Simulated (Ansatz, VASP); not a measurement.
# One calculation of Rb, two programs

```
CELL_PARAMETERS angstrom
8.21132 0.00000 0.00000
-4.10566 7.11121 0.00000
0.00000 0.00000 4.89333
ATOMIC_POSITIONS crystal
Rb 0.00000 0.00000 0.00000
Rb 0.33333 0.66667 0.50000
Rb 0.66667 0.33333 0.50000
```

Alike in both runs: functional r2SCAN; k mesh 5 × 5 × 7; occupations fermi-dirac, width 0.1 eV; no spin polarisation.

Ansatz relaxed the structure, and its values are those at the end. VASP's run is a single point on that final structure, the one shown.

|  | VASP | Ansatz |
| --- | --- | --- |
| version | VASP 6.6.1 | Ansatz 0.2.0 |
| potentials or method | VASP PAW PBE potentials, release 64 (Rb_sv), cutoff 520 eV | plane waves (500 eV) with PAW, scalar-relativistic |
| valence electrons in the cell | 27 | 27 |

```tsv
	VASP	Ansatz	Ansatz less VASP
pressure (GPa)	0.0	0.0	-0.01
```

VASP's potentials were made for PBE, not for r2SCAN.
